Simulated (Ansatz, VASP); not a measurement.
## Ge in VASP and in Ansatz

```
Ge
1.0
     0.00000    2.82891    2.82891
     2.82891    0.00000    2.82891
     2.82891    2.82891    0.00000
Ge
2
Direct
  0.75000 0.75000 0.75000
  0.50000 0.50000 0.50000
```

Alike in both runs: task relaxation of cell and atoms; functional PBEsol; k mesh 8 × 8 × 8; occupations fermi-dirac, width 0.05 eV; no spin polarisation.

```csv
,VASP,Ansatz
version,VASP 6.6.1,Ansatz 0.2.0
potentials or method,"VASP PAW PBE potentials, release 64 (Ge_d), cutoff 600 eV","all-electron LAPW, scalar-relativistic"
```

VASP gave:

```
relaxed volume (Å³/atom)                                     : 22.87
relaxed cell length with the largest relative difference (Å) : 4.014
```

Q: Estimate Ansatz's values.

A: Relaxed volume (Å³/atom): 22.86; relaxed cell length with the largest relative difference (Å): 4.014.

VASP's potentials were made for PBE, not for PBEsol. Ansatz ran all-electron here, and VASP with PAW potentials.
